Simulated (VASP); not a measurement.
A run of VASP 6.6.1 is set up as follows.

INCAR

```
SYSTEM = ZnCu2SnSe4
PREC = Accurate ; ENCUT = 520
EDIFF = 1E-7 ; ISMEAR = -1
SIGMA = 0.1 ; LREAL = .False.
LASPH = .True. ; NELM = 80
ALGO = Normal ; ISIF = 2
LWAVE = .False. ; LCHARG = .True.
GGA = PE ; LELF = .True.
LVHAR = .True. ; NBANDS = 46
```

Contents of KPOINTS:

```
Automatic mesh
0
Gamma
  7 7 7
  0 0 0
```

Contents of POSCAR:

```
ZnCu2SnSe4
1.0
   -2.8824454577      2.8824454577      5.7643332831
    2.8824454577     -2.8824454577      5.7643332831
    2.8824454577      2.8824454577     -5.7643332831
Zn Cu Sn Se
1 2 1 4
Direct
    0.0000000000      0.0000000000      0.0000000000
    0.7500000000      0.2500000000      0.5000000000
    0.2500000000      0.7500000000      0.5000000000
    0.5000000000      0.5000000000      0.0000000000
    0.6244281140      0.6244281140      0.5195694303
    0.3755718860      0.8951413162      0.0000000000
    0.1048586838      0.1048586838      0.4804305697
    0.8951413162      0.3755718860      0.0000000000
```

Potentials or basis: VASP PAW PBE potentials, release 64 (Zn, Cu, Sn_d, Se).

Command:

```console
$ cat potpaw_PBE.64/Zn/POTCAR potpaw_PBE.64/Cu/POTCAR potpaw_PBE.64/Sn_d/POTCAR potpaw_PBE.64/Se/POTCAR > POTCAR
$ mpirun -np 1 vasp_std > vasp.out
```

(1) Estimate the band gap on the k mesh.

(2) What does it give for the largest force?

(3) Predict the pressure.

Results:

(1) zero (filled and empty bands touch).

(2) 0.015 eV/Å.

(3) 0.1 GPa.

Caveat: spin-orbit coupling is left out, which moves the levels of the heavy elements.
